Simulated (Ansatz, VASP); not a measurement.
# C in VASP and in Ansatz

```
CELL_PARAMETERS angstrom
0.00000 2.10573 3.34800
1.21572 0.00000 3.34800
1.21572 2.10573 0.00000
ATOMIC_POSITIONS crystal
C 0.16667 0.83333 0.16667
C 0.83333 0.16667 0.83333
```

Change from the starting cell: equal xx and yy strain of -1 %, crystal datasets.

Alike in both runs: task electric field gradients; functional PBEsol; k mesh 18 × 18 × 18; occupations fermi-dirac, width 0.05 eV; no spin polarisation.

|  | VASP | Ansatz |
| --- | --- | --- |
| version | VASP 6.6.1 | Ansatz 0.2.0 |
| potentials or method | VASP PAW PBE potentials, release 64 (C), cutoff 520 eV | all-electron PAW with datasets made for the crystal, scalar-relativistic |

Ansatz gave:

```
pressure (GPa)                                                : 10.3
traceless stress, the component that is largest in VASP (GPa) : -8.55
size of Vzz on the site where it differs most (V/Å²)          : 28.0
```

Which values does VASP return?

Pressure (GPa): 11.1; traceless stress, the component that is largest in VASP (GPa): -9.41; size of Vzz on the site where it differs most (V/Å²): 33.6.

VASP's potentials were made for PBE, not for PBEsol. Ansatz ran all-electron here, and VASP with PAW potentials.
